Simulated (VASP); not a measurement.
Write the native input for VASP 6.6.1 that does the following.

```yaml
Task: single point
Functional: r2SCAN
Potentials_or_basis: VASP PAW PBE potentials, release 64 (Ga_d, P)
Cutoff: 520 eV
k_mesh: 14 × 14 × 14
Occupations: fermi-dirac, width 0.08 eV
Spin: no spin polarisation
Dipole_correction: no
Further_INCAR_settings: ALGO = Normal; EDIFF = 1e-06; NBANDS = 16
```

GaP:

```
Ga P
1.0
     0.00000    2.72525    2.72525
     2.72525    0.00000    2.72525
     2.72525    2.72525    0.00000
Ga P
1 1
Direct
  0.00000 0.00000 0.00000
  0.75000 0.75000 0.75000
```

The input as run:

POSCAR

```
GaP
1.0
    0.0000000000      2.7252500000      2.7252500000
    2.7252500000      0.0000000000      2.7252500000
    2.7252500000      2.7252500000      0.0000000000
Ga P
1 1
Direct
    0.0000000000      0.0000000000      0.0000000000
    0.7500000000      0.7500000000      0.7500000000
```

INCAR.step1

```
PREC = Accurate
ENCUT = 520
ISMEAR = -1
SIGMA = 0.08
LREAL = F
LASPH = T
NELM = 100
NBANDS = 16
GGA = PE
ALGO = Normal
EDIFF = 1E-4
LWAVE = T
LCHARG = F
```

INCAR.step2

```
PREC = Accurate
ENCUT = 520
EDIFF = 1E-6
ISMEAR = -1
SIGMA = 0.08
LREAL = F
LASPH = T
NELM = 100
ALGO = Normal
ISIF = 2
LWAVE = F
LCHARG = F
METAGGA = R2SCAN
LMIXTAU = T
NBANDS = 16
ISTART = 1
```

KPOINTS

```
Automatic mesh
0
Gamma
  14 14 14
```

Potentials or basis: VASP PAW PBE potentials, release 64 (Ga_d, P).

The run is started by

```bash
$ cat potpaw_PBE.64/Ga_d/POTCAR potpaw_PBE.64/P/POTCAR > POTCAR
$ cp INCAR.step1 INCAR
$ mpirun -np 1 vasp_std > vasp.out
$ cp INCAR.step2 INCAR
$ mpirun -np 1 vasp_std > vasp.out
```

It gave:

```yaml
Pressure: 0.0 GPa
Band_gap_on_the_k_mesh: 1.85 eV, indirect (least direct gap 2.34 eV)
```

Caveat: the PAW data sets were made with another functional, which shifts forces and pressure a little.

It took 3 min on 1 thread of Intel(R) Xeon(R) Platinum 8488C (Sapphire Rapids), on a shared host, peak memory 0.21 GiB.
